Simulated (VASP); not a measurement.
RbSi2:

```xyz
3
Lattice="3.9717 0.0000 0.0000 -1.9858 3.4396 0.0000 0.0000 0.0000 6.0474" Properties=species:S:1:pos:R:3 pbc="T T T"
Rb    0.0000    0.0000    0.0000
Si    0.0000    2.2930    2.7148
Si    1.9858    1.1465    3.3326
```

Base run:

* Program: VASP 6.6.1
* Functional: r2SCAN
* Potentials or basis: VASP PAW PBE potentials, release 64 (Rb_sv, Si)
* Cutoff: 520 eV
* k mesh: 12 × 12 × 8
* Occupations: gaussian, width 0.1 eV
* Spin: no spin polarisation

Its results: pressure -0.8 GPa; largest force 0.163 eV/Å.

Problem. The run is repeated on the same cell with these changes: functional from r2SCAN to PBE; further incar settings from ALGO = Normal; EDIFF = 1e-06; NBANDS = 16 to ALGO = Normal; EDIFF = 1e-07; NBANDS = 16. What comes out?

Solution. Pressure 0.0 GPa; largest force 0.009 eV/Å.

Caveats: the PAW data sets were made with another functional, which shifts forces and pressure a little (some runs).
